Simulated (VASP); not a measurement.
# Pr2F (P6/mmm) in VASP: relaxation of cell and atoms with PBE

Aim: the relaxation of cell and atoms of Pr2F with PBE.

Everything below comes from runs of VASP 6.6.1. Logs are shortened: lines on timing, memory, paths and dates and some standing lists are left out, and cuts for length are marked.

**1. The cell of the first run**

It takes space group P6/mmm (No. 191, hexagonal). Conventional cell: a = 5.203 Å, b = 5.203 Å, c = 3.379 Å, α = 90.00°, β = 90.00°, γ = 120.00°. Within 4.0 Å of Pr (site symmetry -6m2) lie 5 Pr at 3.00 to 3.38 Å and 3 F at 3.00 Å. F (site symmetry 6/mmm) has 6 Pr at 3.00 Å and 2 F at 3.38 Å within 4.0 Å.

The cell was generated, and may not be a known phase.

**2. Relaxation of cell and atoms, PBE**

INCAR reads:

```
SYSTEM = Pr2F
PREC     = Accurate       ! precision mode
ENCUT    = 600            ! plane-wave cutoff, eV
EDIFF    = 1E-7           ! SCF threshold, eV
ISMEAR   = 0              ! smearing method
SIGMA    = 0.1            ! smearing width, eV
LREAL    = .False.        ! projectors in reciprocal space
LASPH    = .True.         ! aspherical terms in the spheres
NELM     = 200            ! most SCF steps
ALGO     = Normal         ! electronic algorithm
ISIF     = 3              ! what is computed and relaxed
LWAVE    = .False.        ! write WAVECAR
LCHARG   = .False.        ! write CHGCAR
GGA      = PE             ! functional
IBRION   = 2              ! ionic algorithm
NSW      = 100            ! ionic steps
EDIFFG   = -0.01          ! ionic threshold
GGA_COMPAT= .False.      
NELMIN   = 4            
LMAXMIX  = 6              ! l up to which the mixer works
```

KPOINTS reads:

```
Automatic mesh
0
Gamma
  12 12 14
  0 0 0
```

POSCAR reads:

```
Pr2F
1.0
    5.2028906117      0.0000000000      0.0000000000
   -2.6014453058      4.5058354428      0.0000000000
    0.0000000000      0.0000000000      3.3789221658
Pr F
2 1
Direct
    0.3333333333      0.6666666667      0.5000000000
    0.6666666667      0.3333333333      0.5000000000
    0.0000000000      0.0000000000      0.5000000000
```

Potentials or basis: VASP PAW PBE potentials, release 64 (Pr_3, F), 4f in core.

Run with:

```
> cat potpaw_PBE.64/Pr_3/POTCAR potpaw_PBE.64/F/POTCAR > POTCAR
> mpirun -np 1 vasp_std > vasp.out
```

OUTCAR:

```text
SYSTEM = Pr2F
   PREC = Accurate
   ENCUT = 600
   EDIFF = 1E-7
   ISMEAR = 0
   LREAL = .False.
   LASPH = .True.
   NELM = 200
   ISIF = 3
   GGA = PE
   IBRION = 2
   NSW = 100
   EDIFFG = -0.01
   NELMIN = 4

 ion  position               nearest neighbor table
   1  0.333  0.667  0.500-   2 3.00   2 3.00   2 3.00
   2  0.667  0.333  0.500-   1 3.00   1 3.00   1 3.00
   3  0.000  0.000  0.500-

  LATTYP: Found a hexagonal cell.
 ALAT       =     5.2028906117
 C/A-ratio  =     0.6494317136

  Lattice vectors:

 A1 = (   5.2028906117,   0.0000000000,   0.0000000000)
 A2 = (  -2.6014453058,   4.5058354428,   0.0000000000)
 A3 = (   0.0000000000,   0.0000000000,   3.3789221658)

Analysis of symmetry for initial positions (statically):
=====================================================================
 Subroutine PRICEL returns:
 Original cell was already a primitive cell.

 Routine SETGRP: Setting up the symmetry group for a
 hexagonal supercell.

 Subroutine GETGRP returns: Found 24 space group operations
 (whereof 24 operations were pure point group operations)
 out of a pool of 24 trial point group operations.

The static configuration has the point symmetry D_6h.

Analysis of symmetry for dynamics (positions and initial velocities):
=====================================================================
 Subroutine PRICEL returns:
 Original cell was already a primitive cell.

 Routine SETGRP: Setting up the symmetry group for a
 hexagonal supercell.

 Subroutine GETGRP returns: Found 24 space group operations
 (whereof 24 operations were pure point group operations)
 out of a pool of 24 trial point group operations.

The dynamic configuration has the point symmetry D_6h.

 Subroutine INISYM returns: Found 24 space group operations
 (whereof 24 operations are pure point group operations),
 and found     1 'primitive' translations

----------------------------------------------------------------------------------------

                                     Primitive cell

  volume of cell :      79.2133

  direct lattice vectors                    reciprocal lattice vectors
     5.202890612  0.000000000  0.000000000     0.192200850  0.110967213  0.000000000
    -2.601445306  4.505835443  0.000000000     0.000000000  0.221934425  0.000000000
     0.000000000  0.000000000  3.378922166     0.000000000  0.000000000  0.295952363

  length of vectors
     5.202890612  5.202890612  3.378922166     0.221934425  0.221934425  0.295952363

  position of ions in fractional coordinates (direct lattice)
[... 93 lines left out ...]
   NUPDOWN=      -1.0000    fix difference up-down
   EMIN   =  10.00;   EMAX   =-10.00  energy-range for DOS
   EFERMI =   0.00;   METHOD = LEGACY
   ISMEAR =     0;   SIGMA  =   0.10  broadening in eV -4-tet -1-fermi 0-gaus
   EFERMI_NEDOS =   21; number of points for ismear=-14 and -15
   IALGO  =     38    algorithm
   IMIX   =      4    mixing-type and parameters
     AMIX     =   0.40;   BMIX     =  1.00
     AMIX_MAG =   1.60;   BMIX_MAG =  1.00
  volume/ion in A,a.u.               =      26.40       178.19
  Fermi-wavevector in a.u.,A,eV,Ry     =   1.171138  2.213130 18.661266  1.371564
  Thomas-Fermi vector in A             =   2.307586
   LORBIT       =      0    0 simple, 1 ext, 2 COOP (PROOUT), +10 PAW based schemes
   GGA     = PE    functional components
   LHFCALC =     F    Hartree Fock is set to
   AEXX    =    0.0000 exact exchange contribution
   IVDW    =     0    specifies the selected vdW correction
   LEPSILON=     F    determine dielectric tensor
   LRPA    =     F    only Hartree local field effects (RPA)
 conjugate gradient relaxation of ions
 non-spin polarized calculation
 Gauss-broadening in eV      SIGMA  =   0.10
  energy-cutoff  :      600.00
  volume of cell :       79.21
 maximum number of plane-waves:      2671
 NGX is ok and might be reduce to    42
   NGX = 21   NGY = 21   NGZ = 13

--------------------------------------- Ionic step        1  -------------------------------------------

 number of electron      29.0000000 magnetization

 Free energy of the ion-electron system (eV)
  ---------------------------------------------------
  ext. energy  EPLUGINS =         0.00000000
  ---------------------------------------------------
  free energy    TOTEN  =       -12.50829370 eV

  energy without entropy =      -12.48980015  energy(sigma->0) =      -12.49904692

------------------------ aborting loop because EDIFF is reached ----------------------------------------

  FORCE on cell =-STRESS in cart. coord.  units (eV):
  Direction    XX          YY          ZZ          XY          YZ          ZX
  --------------------------------------------------------------------------------------
  -------------------------------------------------------------------------------------
  Total       -0.5779976     -0.5779976      0.2330333     -0.0000000      0.0000000      0.0000000
  in kB      -11.6906429    -11.6906429      4.7133573     -0.0000000      0.0000000      0.0000000
  external PRESSURE =      -6.2226428 kB  Pullay stress =       0.0000000 kB
[... 61 lines left out ...]
--------------------------------------- Ionic step        3  -------------------------------------------

 number of electron      28.9999994 magnetization

 Free energy of the ion-electron system (eV)
  ---------------------------------------------------
  ext. energy  EPLUGINS =         0.00000000
  ---------------------------------------------------
  free energy    TOTEN  =       -12.51691486 eV

  energy without entropy =      -12.49979718  energy(sigma->0) =      -12.50835602

 E-fermi :   3.5929     XC(G=0):  -9.6787

 val. band max:        3.5925765823   @ k =   0.1667   0.1667   0.1429
 cond. band min:       3.5960091610   @ k =   0.2500   0.0833   0.0000
 fundamental gap:      0.0034325787
 Fermi energy:         3.5928870926

 k-point     1 :       0.0000    0.0000    0.0000
  band No.  band energies     occupation
      1     -33.5737      2.00000
      2     -32.8416      2.00000
      3     -19.8746      2.00000
      4     -16.4571      2.00000
      5     -16.4571      2.00000
      6     -14.7049      2.00000
[... 481 lines left out ...]
      5     -16.0802      2.00000
      6     -14.6791      2.00000
[... 10 lines left out ...]
     17       4.4268      0.00000
     18       5.2239      0.00000

 [... further k-points ...]

------------------------ aborting loop because EDIFF is reached ----------------------------------------

  FORCE on cell =-STRESS in cart. coord.  units (eV):
  Direction    XX          YY          ZZ          XY          YZ          ZX
  --------------------------------------------------------------------------------------
  -------------------------------------------------------------------------------------
  Total       -0.0025810     -0.0025810      0.0048619     -0.0000000     -0.0000000      0.0000000
  in kB       -0.0533250     -0.0533250      0.1004495     -0.0000000     -0.0000000      0.0000000
  external PRESSURE =      -0.0020668 kB  Pullay stress =       0.0000000 kB
[... 18 lines left out ...]
  FREE ENERGIE OF THE ION-ELECTRON SYSTEM (eV)
  ---------------------------------------------------
  free  energy   TOTEN  =       -12.5169148556 eV

  energy  without entropy=      -12.4997971758  energy(sigma->0) =      -12.50835602

 reached required accuracy - stopping structural energy minimisation
```

OSZICAR:

```text
N       E                     dE             d eps       ncg     rms          rms(c)
DAV:   1     0.261017573197E+03    0.26102E+03   -0.15692E+04  5472   0.165E+03
DAV:   2     0.838897190314E+01   -0.25263E+03   -0.24800E+03  5826   0.377E+02
DAV:   3    -0.120479337126E+02   -0.20437E+02   -0.19849E+02  9048   0.937E+01
DAV:   4    -0.130718586216E+02   -0.10239E+01   -0.99408E+00  8168   0.161E+01
[... 32 lines left out ...]
DAV:   7    -0.125169136109E+02   -0.40831E-05   -0.11942E-05  7174   0.190E-02    0.823E-03
DAV:   8    -0.125169154522E+02   -0.18414E-05   -0.27604E-06  6378   0.152E-02    0.217E-03
DAV:   9    -0.125169151009E+02    0.35134E-06   -0.16968E-07  5182   0.286E-03    0.975E-04
DAV:  10    -0.125169148603E+02    0.24058E-06   -0.23649E-08  2920   0.133E-03    0.217E-04
DAV:  11    -0.125169148556E+02    0.47653E-08   -0.54338E-09  2836   0.555E-04
   3 F= -.12516915E+02 E0= -.12508356E+02  d E =-.862115E-02
```

CONTCAR:

```text
Pr2F
   1.00000000000000
     5.1342753259845013   -0.0000000000007614    0.0000000000000000
    -2.5671376629435696    4.4464128622845625   -0.0000000000000000
     0.0000000000000000    0.0000000000000000    3.3968879565674266
  Pr              F
     2     1
Direct
     0.3333333332999970    0.6666666667000030    0.5000000000000000
     0.6666666667000030    0.3333333332999970    0.5000000000000000
     0.0000000000000000    1.0000000000000000    0.5000000000000000

  0.00000000E+00  0.00000000E+00  0.00000000E+00
  0.00000000E+00  0.00000000E+00  0.00000000E+00
  0.00000000E+00  0.00000000E+00  0.00000000E+00
```

It took 8.1 min on 1 thread of AMD EPYC 9R45 (Zen 5), shared host; peak memory 0.37 GiB.

Results:

```
Free energy                           : -12.5169 eV
Relaxed volume                        : 25.85 Å³/atom
Relaxed cell                          : a = 5.134 Å, b = 5.134 Å, c = 3.397 Å, α = 90.00°, β = 90.00°, γ = 120.00°
Space group after relaxing (to 0.1 Å) : P6/mmm (No. 191)
Energy gained by relaxing             : 2.9 meV/atom
Ionic steps                           : 3
Pressure after relaxing               : 0.0 GPa
Band gap on the k mesh                : zero (an odd number of electrons rules out a gap without spin polarisation)
```

The path:
```tsv
step	energy change (eV)	largest force (eV/Å)	pressure (GPa)	volume (Å³)
1	0.0000	0.0000	-0.62	79.21
2	-0.0078	0.0000	-0.20	78.04
3	-0.0086	0.0000	0.00	77.55
```

Final structure:
```
CELL_PARAMETERS angstrom
5.13428 0.00000 0.00000
-2.56714 4.44641 0.00000
0.00000 0.00000 3.39689
ATOMIC_POSITIONS crystal
Pr 0.33333 0.66667 0.50000
Pr 0.66667 0.33333 0.50000
F 0.00000 0.00000 0.50000
```

Caveat: spin-orbit coupling is left out, which moves the levels of the heavy elements; the 4f electrons are frozen in the core, so they carry no moment and show no levels; the run has no spin polarisation, though such a crystal can be magnetic.
